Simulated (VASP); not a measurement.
# CdHg3Se4 (P-4m2) in VASP: further runs

CdHg3Se4 is run at these levels: PBE; tasks: single point.

Everything below comes from runs of VASP 6.6.1. Logs are shortened: lines on timing, memory, paths and dates and some standing lists are left out, and cuts for length are marked.

## Step 1: The cell of the first run

Symmetry: P-4m2, No. 115, tetragonal system. Conventional cell: a = 4.420 Å, b = 4.420 Å, c = 12.465 Å, α = 90.00°, β = 90.00°, γ = 90.00°. Cd (site symmetry -4m2) has 4 Se at 2.69 Å within 3.5 Å. Within 3.6 Å of Hg (site symmetry 2mm) lie 4 Se at 2.71 Å. Within 3.6 Å of Hg (site symmetry -4m2) lie 4 Se at 2.71 Å. Within 3.5 Å of Se (site symmetry 2mm) lie 2 Cd at 2.69 Å and 2 Hg at 2.71 Å. Se (site symmetry 2mm) has 4 Hg at 2.71 Å within 3.6 Å.

## Step 2: Single point, PBE

File INCAR:

```
SYSTEM = CdHg3Se4
PREC = Accurate
ENCUT = 520
EDIFF = 1E-6
ISMEAR = 0
SIGMA = 0.1
LREAL = .False.
LASPH = .True.
NELM = 100
ALGO = Normal
ISIF = 2
LWAVE = .False.
LCHARG = .True.
GGA = PE
LELF = .True.
LVHAR = .True.
NBANDS = 46
```

File KPOINTS:

```
regular mesh
0
Gamma
  8 8 4
  0 0 0
```

File POSCAR:

```
CdHg3Se4
1.0
    4.4198559504      0.0000000000      0.0000000000
    0.0000000000      4.4198559504      0.0000000000
    0.0000000000      0.0000000000     12.4648034389
Cd Hg Se
1 3 4
Direct
    0.0000000000      0.0000000000      0.0000000000
    0.5000000000      0.5000000000      0.7514151957
    0.0000000000      0.0000000000      0.5000000000
    0.5000000000      0.5000000000      0.2485848043
    0.5000000000      0.0000000000      0.8773528895
    0.0000000000      0.5000000000      0.6257109190
    0.5000000000      0.0000000000      0.3742890810
    0.0000000000      0.5000000000      0.1226471105
```

Potentials or basis: VASP PAW PBE potentials, release 64 (Cd, Hg, Se).

On the command line:

```bash
cat potpaw_PBE.64/Cd/POTCAR potpaw_PBE.64/Hg/POTCAR potpaw_PBE.64/Se/POTCAR > POTCAR
mpirun -np 1 vasp_std > vasp.out
```

OUTCAR:

```text
SYSTEM = CdHg3Se4
   PREC = Accurate
   ENCUT = 520
   EDIFF = 1E-6
   ISMEAR = 0
   LREAL = .False.
   LASPH = .True.
   NELM = 100
   ISIF = 2
   GGA = PE

 ion  position               nearest neighbor table
   1  0.000  0.000  0.000-   5 2.69   8 2.69   8 2.69   5 2.69
   2  0.500  0.500  0.751-   6 2.71   6 2.71   5 2.71   5 2.71
   3  0.000  0.000  0.500-   6 2.71   7 2.71   6 2.71   7 2.71
   4  0.500  0.500  0.249-   7 2.71   7 2.71   8 2.71   8 2.71
   5  0.500  0.000  0.877-   1 2.69   1 2.69   2 2.71   2 2.71
   6  0.000  0.500  0.626-   2 2.71   2 2.71   3 2.71   3 2.71
   7  0.500  0.000  0.374-   4 2.71   4 2.71   3 2.71   3 2.71
   8  0.000  0.500  0.123-   1 2.69   1 2.69   4 2.71   4 2.71

  LATTYP: Found a simple tetragonal cell.
 ALAT       =     4.4198559504
 C/A-ratio  =     2.8201831867

  Lattice vectors:

 A1 = (   4.4198559504,   0.0000000000,   0.0000000000)
 A2 = (   0.0000000000,   4.4198559504,   0.0000000000)
 A3 = (   0.0000000000,   0.0000000000,  12.4648034389)

Analysis of symmetry for initial positions (statically):
=====================================================================
 Subroutine PRICEL returns:
 Original cell was already a primitive cell.

 Routine SETGRP: Setting up the symmetry group for a
 simple tetragonal supercell.

 Subroutine GETGRP returns: Found  8 space group operations
 (whereof  8 operations were pure point group operations)
 out of a pool of 16 trial point group operations.

The static configuration has the point symmetry D_2d.

Analysis of symmetry for dynamics (positions and initial velocities):
=====================================================================
 Subroutine PRICEL returns:
 Original cell was already a primitive cell.

 Routine SETGRP: Setting up the symmetry group for a
 simple tetragonal supercell.

 Subroutine GETGRP returns: Found  8 space group operations
 (whereof  8 operations were pure point group operations)
 out of a pool of 16 trial point group operations.

The dynamic configuration has the point symmetry D_2d.

 Subroutine INISYM returns: Found  8 space group operations
 (whereof  8 operations are pure point group operations),
 and found     1 'primitive' translations

----------------------------------------------------------------------------------------

                                     Primitive cell

  volume of cell :     243.5015

  direct lattice vectors                    reciprocal lattice vectors
     4.419855950  0.000000000  0.000000000     0.226251718  0.000000000  0.000000000
     0.000000000  4.419855950  0.000000000     0.000000000  0.226251718  0.000000000
     0.000000000  0.000000000 12.464803439     0.000000000  0.000000000  0.080225894

  length of vectors
     4.419855950  4.419855950 12.464803439     0.226251718  0.226251718  0.080225894

  position of ions in fractional coordinates (direct lattice)
     0.000000000  0.000000000  0.000000000
     0.500000000  0.500000000  0.751415196
     0.000000000  0.000000000  0.500000000
     0.500000000  0.500000000  0.248584804
     0.500000000  0.000000000  0.877352890
     0.000000000  0.500000000  0.625710919
     0.500000000  0.000000000  0.374289081
     0.000000000  0.500000000  0.122647110

  ion indices of the primitive-cell ions
   primitive index   ion index
                 1           1
                 2           2
                 3           3
                 4           4
                 5           5
                 6           6
                 7           7
                 8           8

----------------------------------------------------------------------------------------

 KPOINTS: regular mesh

Automatic generation of k-mesh.
 Grid dimensions read from file:
 generate k-points for:    8    8    4

 Generating k-lattice:

  Cartesian coordinates                     Fractional coordinates (reciprocal lattice)
     0.028281465  0.000000000  0.000000000     0.125000000  0.000000000  0.000000000
     0.000000000  0.028281465  0.000000000     0.000000000  0.125000000  0.000000000
     0.000000000  0.000000000  0.020056474     0.000000000  0.000000000  0.250000000

  Length of vectors
     0.028281465  0.028281465  0.020056474

  Shift w.r.t. Gamma in fractional coordinates (k-lattice)
     0.000000000  0.000000000  0.000000000

 Subroutine IBZKPT returns following result:
 ===========================================

 Found     45 irreducible k-points:

 Following reciprocal coordinates:
            Coordinates               Weight
  0.000000  0.000000  0.000000      1.000000
  0.125000  0.000000  0.000000      4.000000
  0.250000  0.000000  0.000000      4.000000
  0.375000  0.000000  0.000000      4.000000
  0.500000  0.000000  0.000000      2.000000
  0.125000  0.125000  0.000000      4.000000
[... 16 lines left out ...]
  0.375000  0.125000  0.250000     16.000000
  0.500000  0.125000  0.250000      8.000000
 [... further k-points ...]
   k-points           NKPTS =     45   k-points in BZ     NKDIM =     45   number of bands    NBANDS=     46
   number of dos      NEDOS =    301   number of ions     NIONS =      8
   total plane-waves  NPLWV = 124416
   dimension x,y,z NGX =    36 NGY =   36 NGZ =   96
   dimension x,y,z NGXF=    72 NGYF=   72 NGZF=  192
   ions per type =               1   3   4
   NGX,Y,Z   is equivalent  to a cutoff of  13.54, 13.54, 12.80 a.u.
   NGXF,Y,Z  is equivalent  to a cutoff of  27.08, 27.08, 25.61 a.u.
 SYSTEM =  CdHg3Se4
   PREC   = accura    normal or accurate (medium, high low for compatibility)
   ISTART =      0    job   : 0-new  1-cont  2-samecut
   ICHARG =      2    charge: 1-file 2-atom 10-const
   ISPIN  =      1    spin polarized calculation?
   LNONCOLLINEAR =      F non collinear calculations
   LSORBIT =      F    spin-orbit coupling
   LASPH  =      T    aspherical Exc in radial PAW
   ENCUT  =  520.0 eV  38.22 Ry    6.18 a.u.   8.22  8.22 23.18*2*pi/ulx,y,z
   NELM   =    100;   NELMIN=  2; NELMDL= -5     # of ELM steps
   EDIFF  = 0.1E-05   stopping-criterion for ELM
   LREAL  =      F    real-space projection
   EDIFFG = 0.1E-04   stopping-criterion for IOM
   NSW    =      0    number of steps for IOM
   IBRION =     -1    ionic relax: 0-MD 1-quasi-New 2-CG
   NFREE  =      0    steps in history (QN), initial steepest desc. (CG)
   ISIF   =      2    stress and relaxation
   ISYM   =      2    0-nonsym 1-usesym 2-fastsym
   POTIM  = 0.5000    time-step for ionic-motion
   TEBEG  =    0.0;   TEEND  =   0.0 temperature during run
   PSTRESS=    0.0 pullay stress
   NELECT =      72.0000    total number of electrons
   NUPDOWN=      -1.0000    fix difference up-down
   EMIN   =  10.00;   EMAX   =-10.00  energy-range for DOS
   EFERMI =   0.00;   METHOD = LEGACY
   ISMEAR =     0;   SIGMA  =   0.10  broadening in eV -4-tet -1-fermi 0-gaus
   EFERMI_NEDOS =   21; number of points for ismear=-14 and -15
   IALGO  =     38    algorithm
   IMIX   =      4    mixing-type and parameters
     AMIX     =   0.40;   BMIX     =  1.00
     AMIX_MAG =   1.60;   BMIX_MAG =  1.00
  volume/ion in A,a.u.               =      30.44       205.40
  Fermi-wavevector in a.u.,A,eV,Ry     =   1.090649  2.061028 16.184345  1.189516
  Thomas-Fermi vector in A             =   2.226878
   LORBIT       =      0    0 simple, 1 ext, 2 COOP (PROOUT), +10 PAW based schemes
   GGA     = PE    functional components
   LHFCALC =     F    Hartree Fock is set to
   AEXX    =    0.0000 exact exchange contribution
   IVDW    =     0    specifies the selected vdW correction
   LEPSILON=     F    determine dielectric tensor
   LRPA    =     F    only Hartree local field effects (RPA)
 non-spin polarized calculation
 Gauss-broadening in eV      SIGMA  =   0.10
  energy-cutoff  :      520.00
  volume of cell :      243.50
 maximum number of plane-waves:      6582
 NGX is ok and might be reduce to    36
   NGX = 17   NGY = 17   NGZ = 47

 number of electron      71.9999998 magnetization

 Free energy of the ion-electron system (eV)
  ---------------------------------------------------
  ext. energy  EPLUGINS =         0.00000000
  ---------------------------------------------------
  free energy    TOTEN  =       -17.74806373 eV

  energy without entropy =      -17.74709703  energy(sigma->0) =      -17.74758038

 E-fermi :   0.9164     XC(G=0):  -8.6439

 val. band max:        0.8575212530   @ k =   0.0000   0.0000   0.0000
 cond. band min:       1.2855450245   @ k =   0.0000   0.0000   0.2500
 fundamental gap:      0.4280237715
 Fermi energy:         0.9163772026

 k-point     1 :       0.0000    0.0000    0.0000
  band No.  band energies     occupation
      1     -11.9107      2.00000
      2     -11.6716      2.00000
      3     -11.6280      2.00000
      4     -11.3965      2.00000
      5      -7.1061      2.00000
      6      -7.1061      2.00000
[... 38 lines left out ...]
     45       6.5177      0.00000
     46       6.5177      0.00000

 k-point     2 :       0.1250    0.0000    0.0000
  band No.  band energies     occupation
      1     -11.8753      2.00000
      2     -11.6526      2.00000
      3     -11.6102      2.00000
      4     -11.3971      2.00000
      5      -7.1043      2.00000
      6      -7.0993      2.00000
[... 38 lines left out ...]
     45       6.6069      0.00000
     46       6.7348      0.00000

 k-point     3 :       0.2500    0.0000    0.0000
  band No.  band energies     occupation
      1     -11.7813      2.00000
      2     -11.6067      2.00000
      3     -11.5665      2.00000
      4     -11.4057      2.00000
      5      -7.0999      2.00000
      6      -7.0732      2.00000
[... 1018 lines left out ...]
     45       6.9658      0.00000
     46       7.1941      0.00000

 k-point    24 :       0.5000    0.1250    0.2500
  band No.  band energies     occupation
      1     -11.5500      2.00000
      2     -11.5498      2.00000
      3     -11.4824      2.00000
      4     -11.4539      2.00000
      5      -7.0860      2.00000
      6      -7.0013      2.00000
[... 38 lines left out ...]
     45       6.9489      0.00000
     46       6.9503      0.00000

 [... further k-points ...]

------------------------ aborting loop because EDIFF is reached ----------------------------------------

  FORCE on cell =-STRESS in cart. coord.  units (eV):
  Direction    XX          YY          ZZ          XY          YZ          ZX
  --------------------------------------------------------------------------------------
  -------------------------------------------------------------------------------------
  Total        0.2976619      0.2976619      0.3256527      0.0000000      0.0000000     -0.0000000
  in kB        1.9585389      1.9585389      2.1427109      0.0000000      0.0000000     -0.0000000
  external PRESSURE =       2.0199295 kB  Pullay stress =       0.0000000 kB

 VOLUME and BASIS-vectors are now :
 -----------------------------------------------------------------------------
  energy-cutoff  :      520.00
  volume of cell :      243.50
      direct lattice vectors                 reciprocal lattice vectors
     4.419855950  0.000000000  0.000000000     0.226251718  0.000000000  0.000000000
     0.000000000  4.419855950  0.000000000     0.000000000  0.226251718  0.000000000
     0.000000000  0.000000000 12.464803439     0.000000000  0.000000000  0.080225894

 POSITION                                       TOTAL-FORCE (eV/Angst)
 -----------------------------------------------------------------------------------
      0.00000      0.00000      0.00000        -0.000000      0.000000      0.000000
      2.20993      2.20993      9.36624        -0.000000     -0.000000      0.000116
      0.00000      0.00000      6.23240        -0.000000      0.000000      0.000000
      2.20993      2.20993      3.09856         0.000000      0.000000     -0.000116
      2.20993      0.00000     10.93603        -0.000000      0.000000      0.000505
      0.00000      2.20993      7.79936        -0.000000      0.000000     -0.000060
      2.20993      0.00000      4.66544        -0.000000      0.000000      0.000060
      0.00000      2.20993      1.52877        -0.000000      0.000000     -0.000505
 -----------------------------------------------------------------------------------
    total drift:                                0.000000      0.000000      0.000000

  FREE ENERGIE OF THE ION-ELECTRON SYSTEM (eV)
  ---------------------------------------------------
  free  energy   TOTEN  =       -17.7480637348 eV

  energy  without entropy=      -17.7470970287  energy(sigma->0) =      -17.74758038
```

Run time: 13 min. Hardware: 1 thread of AMD EPYC 7R43 (Zen 3), shared host; peak memory 0.59 GiB.

Results:

```yaml
Free_energy: -17.7481 eV
Pressure: 0.2 GPa
Band_gap_on_the_k_mesh: zero (filled and empty bands touch)
```

Caveat: semilocal functionals underestimate gaps, and a narrow one can read as zero; spin-orbit coupling is left out, which moves the levels of the heavy elements.

## Step 3: Single point, PBE

Edit INCAR of step 2 so:

```diff
@@ -9,3 +9,3 @@
 NELM = 100
-ALGO = Normal
+ALGO = Fast
 ISIF = 2
```

KPOINTS is that of step 2.

POSCAR is that of step 2.

Potentials or basis: VASP PAW PBE potentials, release 64 (Cd, Hg, Se).

On the command line:

```bash
cat potpaw_PBE.64/Cd/POTCAR potpaw_PBE.64/Hg/POTCAR potpaw_PBE.64/Se/POTCAR > POTCAR
mpirun -np 1 vasp_std > vasp.out
```

OUTCAR:

```text
SYSTEM = CdHg3Se4
   PREC = Accurate
   ENCUT = 520
   EDIFF = 1E-6
   ISMEAR = 0
   LREAL = .False.
   LASPH = .True.
   NELM = 100
   ISIF = 2
   GGA = PE

 ion  position               nearest neighbor table
   1  0.000  0.000  0.000-   5 2.69   8 2.69   8 2.69   5 2.69
   2  0.500  0.500  0.751-   6 2.71   6 2.71   5 2.71   5 2.71
   3  0.000  0.000  0.500-   6 2.71   7 2.71   6 2.71   7 2.71
   4  0.500  0.500  0.249-   7 2.71   7 2.71   8 2.71   8 2.71
   5  0.500  0.000  0.877-   1 2.69   1 2.69   2 2.71   2 2.71
   6  0.000  0.500  0.626-   2 2.71   2 2.71   3 2.71   3 2.71
   7  0.500  0.000  0.374-   4 2.71   4 2.71   3 2.71   3 2.71
   8  0.000  0.500  0.123-   1 2.69   1 2.69   4 2.71   4 2.71

  LATTYP: Found a simple tetragonal cell.
 ALAT       =     4.4198559504
 C/A-ratio  =     2.8201831867

  Lattice vectors:

 A1 = (   4.4198559504,   0.0000000000,   0.0000000000)
 A2 = (   0.0000000000,   4.4198559504,   0.0000000000)
 A3 = (   0.0000000000,   0.0000000000,  12.4648034389)

Analysis of symmetry for initial positions (statically):
[... 195 lines left out ...]
  band No.  band energies     occupation
      1     -11.9107      2.00000
      2     -11.6716      2.00000
      3     -11.6280      2.00000
      4     -11.3965      2.00000
      5      -7.1060      2.00000
      6      -7.1060      2.00000
[... 1165 lines left out ...]
     45       6.9499      0.00000
     46       6.9510      0.00000

 [... further k-points ...]

------------------------ aborting loop because EDIFF is reached ----------------------------------------

  FORCE on cell =-STRESS in cart. coord.  units (eV):
  Direction    XX          YY          ZZ          XY          YZ          ZX
  --------------------------------------------------------------------------------------
  -------------------------------------------------------------------------------------
  Total        0.2979744      0.2979744      0.3260070      0.0000000      0.0000000      0.0000000
  in kB        1.9605950      1.9605950      2.1450425      0.0000000      0.0000000      0.0000000
  external PRESSURE =       2.0220775 kB  Pullay stress =       0.0000000 kB

 VOLUME and BASIS-vectors are now :
 -----------------------------------------------------------------------------
  energy-cutoff  :      520.00
  volume of cell :      243.50
      direct lattice vectors                 reciprocal lattice vectors
     4.419855950  0.000000000  0.000000000     0.226251718  0.000000000  0.000000000
     0.000000000  4.419855950  0.000000000     0.000000000  0.226251718  0.000000000
     0.000000000  0.000000000 12.464803439     0.000000000  0.000000000  0.080225894

 POSITION                                       TOTAL-FORCE (eV/Angst)
 -----------------------------------------------------------------------------------
      0.00000      0.00000      0.00000        -0.000000     -0.000000      0.000000
      2.20993      2.20993      9.36624         0.000000     -0.000000      0.000124
      0.00000      0.00000      6.23240         0.000000     -0.000000      0.000000
      2.20993      2.20993      3.09856         0.000000      0.000000     -0.000124
      2.20993      0.00000     10.93603         0.000000     -0.000000      0.000463
      0.00000      2.20993      7.79936         0.000000      0.000000      0.000004
      2.20993      0.00000      4.66544         0.000000     -0.000000     -0.000004
      0.00000      2.20993      1.52877        -0.000000      0.000000     -0.000463
 -----------------------------------------------------------------------------------
    total drift:                                0.000000      0.000000      0.000000

  FREE ENERGIE OF THE ION-ELECTRON SYSTEM (eV)
  ---------------------------------------------------
  free  energy   TOTEN  =       -17.7480642334 eV

  energy  without entropy=      -17.7470975266  energy(sigma->0) =      -17.74758088
```

OSZICAR:

```text
N       E                     dE             d eps       ncg     rms          rms(c)
DAV:   1     0.516467017855E+03    0.51647E+03   -0.33143E+04  4140   0.139E+03
DAV:   2     0.146811851399E+02   -0.50179E+03   -0.48560E+03  4562   0.333E+02
DAV:   3    -0.186320512580E+02   -0.33313E+02   -0.33051E+02  4908   0.827E+01
DAV:   4    -0.190436847730E+02   -0.41163E+00   -0.41081E+00  4624   0.880E+00
DAV:   5    -0.190478202064E+02   -0.41354E-02   -0.41350E-02  4786   0.846E-01    0.125E+01
RMM:   6    -0.177860661335E+02    0.12618E+01   -0.29269E+00  4140   0.681E+00    0.107E+01
RMM:   7    -0.177590363352E+02    0.27030E-01   -0.10240E+00  4311   0.293E+00    0.308E+00
RMM:   8    -0.177478796627E+02    0.11157E-01   -0.55414E-02  4576   0.936E-01    0.113E+00
RMM:   9    -0.177479778225E+02   -0.98160E-04   -0.13403E-02  4599   0.491E-01    0.407E-01
RMM:  10    -0.177479232244E+02    0.54598E-04   -0.21663E-03  4856   0.235E-01    0.776E-02
RMM:  11    -0.177480573490E+02   -0.13412E-03   -0.44165E-04  4632   0.811E-02    0.849E-02
RMM:  12    -0.177480610561E+02   -0.37072E-05   -0.66507E-05  4832   0.375E-02    0.973E-03
RMM:  13    -0.177480638840E+02   -0.28279E-05   -0.11415E-05  4614   0.135E-02    0.669E-03
RMM:  14    -0.177480642334E+02   -0.34935E-06   -0.35585E-06  3370   0.728E-03
   1 F= -.17748064E+02 E0= -.17747581E+02  d E =-.966707E-03
```

Run time: 11 min. Hardware: 1 thread of Oxide Virtual Turin-like, shared host; peak memory 0.6 GiB.

What came out:

```yaml
Free_energy: -17.7481 eV
Pressure: 0.2 GPa
Band_gap_on_the_k_mesh: zero (filled and empty bands touch)
```

Levels at points of the mesh, in eV from the Fermi level:
| k point | band 32 | band 33 | band 34 | band 35 | band 36 | band 37 | band 38 | band 39 | band 40 | band 41 |
| --- | --- | --- | --- | --- | --- | --- | --- | --- | --- | --- |
| (0.00, 0.00, 0.00) | -1.03 | -1.03 | -0.71 | -0.07 | -0.06 | -0.06 | 2.14 | 2.35 | 2.95 | 3.13 |
| (0.50, 0.00, 0.00) | -0.87 | -0.82 | -0.82 | -0.79 | -0.79 | 1.11 | 1.43 | 2.39 | 2.89 | 5.61 |
| (0.50, 0.50, 0.00) | -2.14 | -1.97 | -1.95 | -1.95 | -1.91 | 2.60 | 2.92 | 3.13 | 3.13 | 3.41 |
| (0.00, 0.00, 0.50) | -1.52 | -0.49 | -0.49 | -0.31 | -0.31 | 0.92 | 1.17 | 2.68 | 3.00 | 3.22 |
| (0.50, 0.00, 0.50) | -1.38 | -1.07 | -0.82 | -0.79 | -0.79 | 1.76 | 1.78 | 1.81 | 2.56 | 5.68 |
| (0.50, 0.50, 0.50) | -2.12 | -2.12 | -2.10 | -2.01 | -1.99 | 2.91 | 3.03 | 3.05 | 3.73 | 3.73 |

Caveat: semilocal functionals underestimate gaps, and a narrow one can read as zero; spin-orbit coupling is left out, which moves the levels of the heavy elements.

The gap in the log of VASP goes by the Fermi energy; the results here count the filled bands.